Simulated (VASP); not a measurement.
## CdS: relaxation of cell and atoms with LDA

Crystal: CdS.

```xyz
2
Lattice="0.0000 2.7532 2.7532 2.7532 0.0000 2.7532 2.7532 2.7532 0.0000" Properties=species:S:1:pos:R:3 pbc="T T T"
Cd    0.0000    0.0000    0.0000
S     2.7532    2.7532    2.7532
```

```
Program                : VASP 6.6.1
Task                   : relaxation of cell and atoms
Functional             : LDA
Potentials or basis    : VASP PAW LDA potentials, release 64 (Cd, S)
Cutoff                 : 600 eV
k mesh                 : 6 × 6 × 6
Occupations            : fermi-dirac, width 0.01 eV
Spin                   : no spin polarisation
Dipole correction      : no
Further INCAR settings : ALGO = Normal; EDIFF = 1e-06; IBRION = 2; EDIFFG = -0.01; NSW = 80; ISIF = 3
```

The relaxed volume is 19.18 Å³/atom, the relaxed cell is a = 3.786 Å, b = 3.786 Å, c = 3.786 Å, α = 60.00°, β = 60.00°, γ = 60.00° and the space group after relaxing (to 0.05 Å) is Fm-3m (No. 225). The energy gained by relaxing is 36.6 meV/atom and the ionic steps are 3. The pressure after relaxing is 0.0 GPa and the band gap on the k mesh is zero (filled and empty bands overlap).

Step by step:
```tsv
step	energy change (eV)	largest force (eV/Å)	pressure (GPa)	volume (Å³)
1	0.0000	0.0000	-6.39	41.74
2	-0.0563	0.0000	3.93	36.91
3	-0.0732	0.0000	0.00	38.36
```

Final structure:
```
Cd S
1.0
     0.00000    2.67681    2.67681
     2.67681    0.00000    2.67681
     2.67681    2.67681    0.00000
Cd S
1 1
Direct
  0.00000 0.00000 0.00000
  0.50000 0.50000 0.50000
```

Levels at points of the mesh, in eV from the Fermi level:
| k point | band 5 | band 6 | band 7 | band 8 | band 9 | band 10 | band 11 | band 12 | band 13 |
| --- | --- | --- | --- | --- | --- | --- | --- | --- | --- |
| (0.00, 0.00, 0.00) | -7.83 | -7.83 | -0.92 | -0.92 | -0.92 | 0.98 | 9.17 | 9.17 | 9.17 |
| (0.50, 0.00, 0.00) | -7.57 | -7.57 | -5.27 | -0.01 | -0.01 | 3.24 | 5.66 | 5.66 | 7.17 |
| (0.50, 0.50, 0.00) | -7.49 | -6.65 | -4.79 | -2.47 | -2.47 | -0.01 | 5.82 | 10.07 | 11.50 |

Wall time 18 s on 1 thread of Intel(R) Xeon(R) Platinum 8259CL CPU @ 2.50GHz (Skylake/Cascade Lake) (shared host), peak memory 0.17 GiB.
